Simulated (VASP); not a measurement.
Runs of VASP 6.6.1 on Al4SbP3. The structure is that of space group P-4m2 (No. 115), or close to it. The cells are those of the table. 

```csv
level,cell,gap on the mesh (eV),pressure (GPa),largest force (eV/Å)
r2SCAN,"a = 3.915, b = 3.915, c = 11.052 Å, 8 atoms",0.83,5.5,0.16
r2SCAN,"a = 3.997, b = 3.997, c = 11.283 Å, 8 atoms",0.97,-0.1,0.06
PBE,"a = 3.980, b = 3.980, c = 11.233 Å, 8 atoms",0.66,2.4,0.09
PBE,"a = 4.099, b = 4.099, c = 11.570 Å, 8 atoms",0.86,-3.7,0.03
r2SCAN,"a = 3.957, b = 3.957, c = 11.169 Å, 8 atoms",0.90,2.5,0.10
PBE,"a = 4.060, b = 4.060, c = 11.460 Å, 8 atoms",(b),(d),0.01
PBE,"a = 3.938, b = 3.938, c = 11.116 Å, 8 atoms",(a),5.2,0.13
PBE,"a = 3.997, b = 3.997, c = 11.283 Å, 8 atoms",0.72,1.3,0.11
PBE,"a = 4.020, b = 4.020, c = 11.347 Å, 8 atoms",0.73,(c),0.04
```

Alike in all rows: task single point; potentials or basis VASP PAW PBE potentials, release 64 (P, Al, Sb); no spin polarisation; k mesh 6 × 6 × 2; cutoff (eV) 520; smearing gaussian 0.01 eV.

Question: Fill in the values left out.

Answer: (a) 0.59; (b) 0.80; (c) 0.0; (d) -2.0.

Caveats: spin-orbit coupling is left out, which moves the levels of the heavy elements; the PAW data sets were made with another functional, which shifts forces and pressure a little (at least some runs); the cell stands under pressure (at least some runs); the cell stands under tension (at least some runs).

A k mesh can miss the band edges, and the runs leave out spin-orbit coupling on Sb.
